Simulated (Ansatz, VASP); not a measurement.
One calculation of BaNa3, two programs

```xyz
4
Lattice="4.6032 0.0000 0.0000 0.0000 4.6032 0.0000 0.0000 0.0000 4.6032" Properties=species:S:1:pos:R:3 pbc="T T T"
Na    0.0000    2.3016    2.3016
Na    2.3016    0.0000    2.3016
Na    2.3016    2.3016    0.0000
Ba    0.0000    0.0000    0.0000
```

Alike in both runs: task single point; functional PBE; k mesh 4 × 4 × 4; occupations gaussian, width 0.1 eV; no spin polarisation.

|  | VASP | Ansatz |
| --- | --- | --- |
| version | VASP 6.6.1 | Ansatz 0.2.0 |
| potentials or method | VASP PAW PBE potentials, release 64 (Na_pv, Ba_sv), cutoff 520 eV | scalar-relativistic, plane waves, PAW |
| valence electrons in the cell | 31 | 37 |

|  | VASP | Ansatz | Ansatz less VASP |
| --- | --- | --- | --- |
| gap on the k mesh at the Fermi level (eV) | none | none | - |
| pressure (GPa) | 13.9 | 13.8 | -0.10 |

A gap of «none» marks a metal or a gap that the smearing closes. VASP's potentials hold 31 valence electrons a cell and Ansatz's 37, so a difference there can come from the potentials and not from the codes.

Spin-orbit coupling is off throughout.
